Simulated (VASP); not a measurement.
# ScSi5 (P42_12) in VASP: single point with PBE

Aim: the single point of ScSi5 with PBE.

All numbers are computed with VASP 6.6.1; they aren't measurements. Logs are shortened: lines on timing, memory, paths and dates and some standing lists are left out, and cuts for length are marked.

## 1. The cell of the first run

The structure is tetragonal, space group P42_12 (No. 90). Conventional cell: a = 6.272 Å, b = 6.272 Å, c = 4.321 Å, α = 90.00°, β = 90.00°, γ = 90.00°. Within 3.5 Å of Sc (site symmetry 4) lie 16 Si at 2.66 to 3.32 Å. Si (site symmetry 1) has 4 Si at 2.18 to 2.32 Å and 2 Sc at 2.66 to 2.67 Å within 2.9 Å. Si (site symmetry 222) has 4 Si at 2.18 Å within 2.9 Å.

The cell was built from a structure type or drawn by symmetry, and may not be a known phase.

## 2. Single point, PBE

INCAR

```
SYSTEM = ScSi5
ALGO = Normal
EDIFF = 1E-7
ENCUT = 520
GGA = PE
ISIF = 2
ISMEAR = 0
LASPH = .TRUE.
LCHARG = .TRUE.
LELF = .TRUE.
LREAL = .FALSE.
LVHAR = .TRUE.
LWAVE = .FALSE.
NBANDS = 43
NELM = 100
PREC = Accurate
SIGMA = 0.1
```

KPOINTS

```
k-points
0
G
  4 4 4
  0 0 0
```

POSCAR

```
ScSi5
1.0
    6.2721933000      0.0000000000      0.0000000000
    0.0000000000      6.2721933000      0.0000000000
    0.0000000000      0.0000000000      4.3209753500
Sc Si
2 10
Direct
    0.5000000000      0.0000000000      0.1667000000
    0.0000000000      0.5000000000      0.8333000000
    0.0522067900      0.7431133300      0.3319454500
    0.9477932100      0.2568866700      0.3319454500
    0.7568866700      0.5522067900      0.3319454500
    0.2431133300      0.4477932100      0.3319454500
    0.4477932100      0.2431133300      0.6680545500
    0.5522067900      0.7568866700      0.6680545500
    0.7431133300      0.0522067900      0.6680545500
    0.2568866700      0.9477932100      0.6680545500
    0.0000000000      0.0000000000      0.0000000000
    0.5000000000      0.5000000000      0.0000000000
```

Potentials or basis: VASP PAW PBE potentials, release 64 (Sc_sv, Si).

Started as:

```sh
> cat potpaw_PBE.64/Sc_sv/POTCAR potpaw_PBE.64/Si/POTCAR > POTCAR
> mpirun -np 1 vasp_std > vasp.out
```

OUTCAR:

```text
SYSTEM = ScSi5
   EDIFF = 1E-7
   ENCUT = 520
   GGA = PE
   ISIF = 2
   ISMEAR = 0
   LASPH = .TRUE.
   LREAL = .FALSE.
   NELM = 100
   PREC = Accurate

 ion  position               nearest neighbor table
   1  0.500  0.000  0.167-   7 2.66   8 2.66   9 2.66  10 2.66   7 2.67   8 2.67   9 2.67  10 2.67
                            11 3.22  12 3.22  12 3.22  11 3.22
   2  0.000  0.500  0.833-   3 2.66   4 2.66   5 2.66   6 2.66   3 2.67   4 2.67   5 2.67   6 2.67
                            11 3.22  12 3.22  11 3.22  12 3.22
   3  0.052  0.743  0.332-  11 2.18   6 2.21   5 2.21  10 2.32   2 2.66   2 2.67   9 3.10   4 3.12

   4  0.948  0.257  0.332-  11 2.18   6 2.21   5 2.21   9 2.32   2 2.66   2 2.67  10 3.10   3 3.12

   5  0.757  0.552  0.332-  12 2.18   4 2.21   3 2.21   8 2.32   2 2.66   2 2.67   7 3.10   6 3.12

   6  0.243  0.448  0.332-  12 2.18   4 2.21   3 2.21   7 2.32   2 2.66   2 2.67   8 3.10   5 3.12

   7  0.448  0.243  0.668-  12 2.18  10 2.21   9 2.21   6 2.32   1 2.66   1 2.67   5 3.10   8 3.12

   8  0.552  0.757  0.668-  12 2.18  10 2.21   9 2.21   5 2.32   1 2.66   1 2.67   6 3.10   7 3.12

   9  0.743  0.052  0.668-  11 2.18   8 2.21   7 2.21   4 2.32   1 2.66   1 2.67   3 3.10  10 3.12

  10  0.257  0.948  0.668-  11 2.18   8 2.21   7 2.21   3 2.32   1 2.66   1 2.67   4 3.10   9 3.12

  11  0.000  0.000  0.000-   3 2.18   4 2.18   9 2.18  10 2.18   1 3.22   2 3.22   2 3.22   1 3.22

  12  0.500  0.500  0.000-   5 2.18   6 2.18   7 2.18   8 2.18   1 3.22   2 3.22   1 3.22   2 3.22

  LATTYP: Found a simple tetragonal cell.
 ALAT       =     6.2721933000
 C/A-ratio  =     0.6889097869

  Lattice vectors:

 A1 = (   6.2721933000,   0.0000000000,   0.0000000000)
 A2 = (   0.0000000000,   6.2721933000,   0.0000000000)
 A3 = (   0.0000000000,   0.0000000000,   4.3209753500)

Analysis of symmetry for initial positions (statically):
=====================================================================
 Subroutine PRICEL returns:
 Original cell was already a primitive cell.

 Routine SETGRP: Setting up the symmetry group for a
 simple tetragonal supercell.

 Subroutine GETGRP returns: Found  8 space group operations
 (whereof  4 operations were pure point group operations)
 out of a pool of 16 trial point group operations.

The static configuration has the point symmetry D_2 .
 The point group associated with its full space group is D_4 .

Analysis of symmetry for dynamics (positions and initial velocities):
=====================================================================
 Subroutine PRICEL returns:
 Original cell was already a primitive cell.

 Routine SETGRP: Setting up the symmetry group for a
 simple tetragonal supercell.

 Subroutine GETGRP returns: Found  8 space group operations
 (whereof  4 operations were pure point group operations)
 out of a pool of 16 trial point group operations.

The dynamic configuration has the point symmetry D_2 .
 The point group associated with its full space group is D_4 .

 Subroutine INISYM returns: Found  8 space group operations
 (whereof  4 operations are pure point group operations),
 and found     1 'primitive' translations

----------------------------------------------------------------------------------------

                                     Primitive cell

  volume of cell :     169.9889

  direct lattice vectors                    reciprocal lattice vectors
     6.272193300  0.000000000  0.000000000     0.159433862  0.000000000  0.000000000
     0.000000000  6.272193300  0.000000000     0.000000000  0.159433862  0.000000000
     0.000000000  0.000000000  4.320975350     0.000000000  0.000000000  0.231429230

  length of vectors
     6.272193300  6.272193300  4.320975350     0.159433862  0.159433862  0.231429230

  position of ions in fractional coordinates (direct lattice)
     0.500000000  0.000000000  0.166700000
     0.000000000  0.500000000  0.833300000
     0.052206790  0.743113330  0.331945450
     0.947793210  0.256886670  0.331945450
     0.756886670  0.552206790  0.331945450
     0.243113330  0.447793210  0.331945450
     0.447793210  0.243113330  0.668054550
     0.552206790  0.756886670  0.668054550
     0.743113330  0.052206790  0.668054550
     0.256886670  0.947793210  0.668054550
     0.000000000  0.000000000  0.000000000
     0.500000000  0.500000000  0.000000000

  ion indices of the primitive-cell ions
   primitive index   ion index
                 1           1
                 2           2
                 3           3
                 4           4
                 5           5
                 6           6
                 7           7
                 8           8
                 9           9
                10          10
                11          11
                12          12

----------------------------------------------------------------------------------------

 KPOINTS: k-points

Automatic generation of k-mesh.
 Grid dimensions read from file:
 generate k-points for:    4    4    4

 Generating k-lattice:

  Cartesian coordinates                     Fractional coordinates (reciprocal lattice)
     0.039858465  0.000000000  0.000000000     0.250000000  0.000000000  0.000000000
     0.000000000  0.039858465  0.000000000     0.000000000  0.250000000  0.000000000
     0.000000000  0.000000000  0.057857308     0.000000000  0.000000000  0.250000000

  Length of vectors
     0.039858465  0.039858465  0.057857308

  Shift w.r.t. Gamma in fractional coordinates (k-lattice)
     0.000000000  0.000000000  0.000000000

 Subroutine IBZKPT returns following result:
 ===========================================

 Found     18 irreducible k-points:

 Following reciprocal coordinates:
            Coordinates               Weight
  0.000000  0.000000  0.000000      1.000000
  0.250000  0.000000  0.000000      4.000000
  0.500000  0.000000  0.000000      2.000000
  0.250000  0.250000  0.000000      4.000000
  0.500000  0.250000  0.000000      4.000000
  0.500000  0.500000  0.000000      1.000000
[... 10 lines left out ...]
  0.500000  0.250000  0.500000      4.000000
  0.500000  0.500000  0.500000      1.000000
   k-points           NKPTS =     18   k-points in BZ     NKDIM =     18   number of bands    NBANDS=     43
   number of dos      NEDOS =    301   number of ions     NIONS =     12
   total plane-waves  NPLWV =  73728
   dimension x,y,z NGX =    48 NGY =   48 NGZ =   32
   dimension x,y,z NGXF=    96 NGYF=   96 NGZF=   64
   ions per type =               2  10
   NGX,Y,Z   is equivalent  to a cutoff of  12.72, 12.72, 12.31 a.u.
   NGXF,Y,Z  is equivalent  to a cutoff of  25.45, 25.45, 24.62 a.u.
 SYSTEM =  ScSi5
   PREC   = accura    normal or accurate (medium, high low for compatibility)
   ISTART =      0    job   : 0-new  1-cont  2-samecut
   ICHARG =      2    charge: 1-file 2-atom 10-const
   ISPIN  =      1    spin polarized calculation?
   LNONCOLLINEAR =      F non collinear calculations
   LSORBIT =      F    spin-orbit coupling
   LASPH  =      T    aspherical Exc in radial PAW
   ENCUT  =  520.0 eV  38.22 Ry    6.18 a.u.  11.66 11.66  8.03*2*pi/ulx,y,z
   NELM   =    100;   NELMIN=  2; NELMDL= -5     # of ELM steps
   EDIFF  = 0.1E-06   stopping-criterion for ELM
   LREAL  =      F    real-space projection
   EDIFFG = 0.1E-05   stopping-criterion for IOM
   NSW    =      0    number of steps for IOM
   IBRION =     -1    ionic relax: 0-MD 1-quasi-New 2-CG
   NFREE  =      0    steps in history (QN), initial steepest desc. (CG)
   ISIF   =      2    stress and relaxation
   ISYM   =      2    0-nonsym 1-usesym 2-fastsym
   POTIM  = 0.5000    time-step for ionic-motion
   TEBEG  =    0.0;   TEEND  =   0.0 temperature during run
   PSTRESS=    0.0 pullay stress
   NELECT =      62.0000    total number of electrons
   NUPDOWN=      -1.0000    fix difference up-down
   EMIN   =  10.00;   EMAX   =-10.00  energy-range for DOS
   EFERMI =   0.00;   METHOD = LEGACY
   ISMEAR =     0;   SIGMA  =   0.10  broadening in eV -4-tet -1-fermi 0-gaus
   EFERMI_NEDOS =   21; number of points for ismear=-14 and -15
   IALGO  =     38    algorithm
   IMIX   =      4    mixing-type and parameters
     AMIX     =   0.40;   BMIX     =  1.00
     AMIX_MAG =   1.60;   BMIX_MAG =  1.00
  volume/ion in A,a.u.               =      14.17        95.60
  Fermi-wavevector in a.u.,A,eV,Ry     =   1.169675  2.210365 18.614667  1.368139
  Thomas-Fermi vector in A             =   2.306144
   LORBIT       =      0    0 simple, 1 ext, 2 COOP (PROOUT), +10 PAW based schemes
   GGA     = PE    functional components
   LHFCALC =     F    Hartree Fock is set to
   AEXX    =    0.0000 exact exchange contribution
   IVDW    =     0    specifies the selected vdW correction
   LEPSILON=     F    determine dielectric tensor
   LRPA    =     F    only Hartree local field effects (RPA)
 non-spin polarized calculation
 Gauss-broadening in eV      SIGMA  =   0.10
  energy-cutoff  :      520.00
  volume of cell :      169.99
 maximum number of plane-waves:      4598
 NGX is ok and might be reduce to    48
   NGX = 23   NGY = 23   NGZ = 17

 number of electron      61.9999993 magnetization

 Free energy of the ion-electron system (eV)
  ---------------------------------------------------
  ext. energy  EPLUGINS =         0.00000000
  ---------------------------------------------------
  free energy    TOTEN  =       -60.16261164 eV

  energy without entropy =      -60.13729010  energy(sigma->0) =      -60.14995087

 E-fermi :   9.8620     XC(G=0): -11.2463

 val. band max:        9.8596940475   @ k =   0.2500   0.0000   0.0000
 cond. band min:       9.8960162685   @ k =   0.0000   0.0000   0.0000
 fundamental gap:      0.0363222209
 Fermi energy:         9.8620473952

 k-point     1 :       0.0000    0.0000    0.0000
  band No.  band energies     occupation
      1     -39.4717      2.00000
      2     -39.4712      2.00000
      3     -18.2393      2.00000
      4     -18.2393      2.00000
      5     -18.2314      2.00000
      6     -18.2314      2.00000
[... 35 lines left out ...]
     42      12.3163      0.00000
     43      12.7028      0.00000

 k-point     2 :       0.2500    0.0000    0.0000
  band No.  band energies     occupation
      1     -39.4716      2.00000
      2     -39.4713      2.00000
      3     -18.2384      2.00000
      4     -18.2381      2.00000
      5     -18.2328      2.00000
      6     -18.2326      2.00000
[... 35 lines left out ...]
     42      12.3360      0.00000
     43      12.8721      0.00000

 k-point     3 :       0.5000    0.0000    0.0000
  band No.  band energies     occupation
      1     -39.4715      2.00000
      2     -39.4715      2.00000
      3     -18.2358      2.00000
      4     -18.2358      2.00000
      5     -18.2353      2.00000
      6     -18.2353      2.00000
[... 35 lines left out ...]
     42      12.8414      0.00000
     43      13.2654      0.00000

 k-point     4 :       0.2500    0.2500    0.0000
  band No.  band energies     occupation
      1     -39.4716      2.00000
      2     -39.4714      2.00000
      3     -18.2401      2.00000
      4     -18.2362      2.00000
      5     -18.2349      2.00000
      6     -18.2309      2.00000
[... 587 lines left out ...]
     42      13.3934      0.00000
     43      13.4859      0.00000

 k-point    17 :       0.5000    0.2500    0.5000
  band No.  band energies     occupation
      1     -39.4705      2.00000
      2     -39.4705      2.00000
      3     -18.2344      2.00000
      4     -18.2344      2.00000
      5     -18.2302      2.00000
      6     -18.2302      2.00000
[... 35 lines left out ...]
     42      13.0805      0.00000
     43      13.8400      0.00000

 k-point    18 :       0.5000    0.5000    0.5000
  band No.  band energies     occupation
      1     -39.4705      2.00000
      2     -39.4705      2.00000
      3     -18.2350      2.00000
      4     -18.2350      2.00000
      5     -18.2288      2.00000
      6     -18.2288      2.00000
[... 35 lines left out ...]
     42      13.2155      0.00000
     43      13.8728      0.00000

------------------------ aborting loop because EDIFF is reached ----------------------------------------

  FORCE on cell =-STRESS in cart. coord.  units (eV):
  Direction    XX          YY          ZZ          XY          YZ          ZX
  --------------------------------------------------------------------------------------
  -------------------------------------------------------------------------------------
  Total       40.7220664     40.7220664     41.7096395      0.0000000      0.0000000      0.0000000
  in kB      383.8130461    383.8130461    393.1211064      0.0000000      0.0000000      0.0000000
  external PRESSURE =     386.9157329 kB  Pullay stress =       0.0000000 kB

 VOLUME and BASIS-vectors are now :
 -----------------------------------------------------------------------------
  energy-cutoff  :      520.00
  volume of cell :      169.99
      direct lattice vectors                 reciprocal lattice vectors
     6.272193300  0.000000000  0.000000000     0.159433862  0.000000000  0.000000000
     0.000000000  6.272193300  0.000000000     0.000000000  0.159433862  0.000000000
     0.000000000  0.000000000  4.320975350     0.000000000  0.000000000  0.231429230

 POSITION                                       TOTAL-FORCE (eV/Angst)
 -----------------------------------------------------------------------------------
      3.13610      0.00000      0.72031         0.000000     -0.000000      0.238302
      0.00000      3.13610      3.60067         0.000000     -0.000000     -0.238302
      0.32745      4.66095      1.43433         0.378746      1.065613      0.810921
      5.94474      1.61124      1.43433        -0.378746     -1.065613      0.810921
      4.74734      3.46355      1.43433        -1.065613      0.378746      0.810921
      1.52485      2.80865      1.43433         1.065613     -0.378746      0.810921
      2.80865      1.52485      2.88665        -0.378746      1.065613     -0.810921
      3.46355      4.74734      2.88665         0.378746     -1.065613     -0.810921
      4.66095      0.32745      2.88665         1.065613      0.378746     -0.810921
      1.61124      5.94474      2.88665        -1.065613     -0.378746     -0.810921
      0.00000      0.00000      0.00000         0.000000     -0.000000      0.000000
      3.13610      3.13610      0.00000         0.000000     -0.000000      0.000000
 -----------------------------------------------------------------------------------
    total drift:                               -0.000000      0.000000      0.000000

  FREE ENERGIE OF THE ION-ELECTRON SYSTEM (eV)
  ---------------------------------------------------
  free  energy   TOTEN  =       -60.1626116435 eV

  energy  without entropy=      -60.1372901036  energy(sigma->0) =      -60.14995087
```

Run time: 6.2 min. Hardware: 1 thread of Oxide Virtual Turin-like, shared host; peak memory 0.27 GiB.

Results:

| Property | Result |
| --- | --- |
| Free energy | -60.1626 eV |
| Pressure | 38.7 GPa |
| Largest force | 1.392 eV/Å |
| Band gap on the k mesh | zero (bands 31 and 32 overlap by 1.44 eV) |

Forces in eV/Å, atoms in the order of the input:
```
Sc   0.000  0.000  0.238
Sc   0.000  0.000 -0.238
Si   0.379  1.066  0.811
Si  -0.379 -1.066  0.811
Si  -1.066  0.379  0.811
Si   1.066 -0.379  0.811
Si  -0.379  1.066 -0.811
Si   0.379 -1.066 -0.811
Si   1.066  0.379 -0.811
Si  -1.066 -0.379 -0.811
Si   0.000  0.000  0.000
Si   0.000  0.000  0.000
```

Levels at points of the mesh, in eV from the Fermi level:
| k point | band 28 | band 29 | band 30 | band 31 | band 32 | band 33 | band 34 | band 35 |
| --- | --- | --- | --- | --- | --- | --- | --- | --- |
| (0.00, 0.00, 0.00) | -1.28 | -0.63 | -0.62 | 0.03 | 0.04 | 0.30 | 0.30 | 1.34 |
| (0.50, 0.00, 0.00) | -2.06 | -1.33 | -1.33 | -0.32 | -0.32 | -0.11 | -0.11 | 0.82 |
| (0.50, 0.50, 0.00) | -1.11 | -0.62 | -0.62 | -0.41 | -0.41 | 0.48 | 0.48 | 1.30 |
| (0.00, 0.00, 0.50) | -1.04 | -0.11 | 0.74 | 0.74 | 0.88 | 1.01 | 1.23 | 1.65 |
| (0.50, 0.00, 0.50) | -1.15 | -0.59 | -0.59 | -0.03 | -0.03 | 0.63 | 0.63 | 1.10 |
| (0.50, 0.50, 0.50) | -1.67 | -1.46 | -1.46 | -0.70 | -0.70 | 1.25 | 1.25 | 1.53 |

Caveat: the k points lie up to 0.36 Å⁻¹ apart, too coarse for converged energies and pressures of a metal; forces of over 1 eV/Å act on the atoms, so gaps and moduli don't describe the material at rest.
